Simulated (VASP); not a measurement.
A run of VASP 6.6.1:

INCAR

```
SYSTEM = Zr
PREC = Accurate
ENCUT = 520
EDIFF = 1E-6
ISMEAR = 0
SIGMA = 0.1
LREAL = .FALSE.
LASPH = .TRUE.
NELM = 80
ALGO = Fast
ISIF = 2
LWAVE = .FALSE.
LCHARG = .FALSE.
GGA = PE
NBANDS = 19
```

File KPOINTS:

```
Automatic mesh
0
G
  6 6 4
  0 0 0
```

Contents of POSCAR:

```
Zr
1.0
    3.2325339479      0.0000000000      0.0000000000
   -1.6162669739      2.7994565175      0.0000000000
    0.0000000000      0.0000000000      5.1711459056
Zr
2
Direct
    0.3333333333      0.6666666667      0.2500000000
    0.6666666667      0.3333333333      0.7500000000
```

Potentials or basis: VASP PAW PBE potentials, release 64 (Zr_sv).

Launch:

```bash
$ cat potpaw_PBE.64/Zr_sv/POTCAR > POTCAR
$ mpirun -np 1 vasp_std > vasp.out
```

Hardware: 1 thread of Intel(R) Xeon(R) Platinum 8488C (Sapphire Rapids) (shared host).

Estimate the wall time of this run.

Run time: 22 s on 1 thread of Intel(R) Xeon(R) Platinum 8488C (Sapphire Rapids), with other jobs on the host, peak memory 0.16 GiB. Counts: scf iterations 20, k points 21.
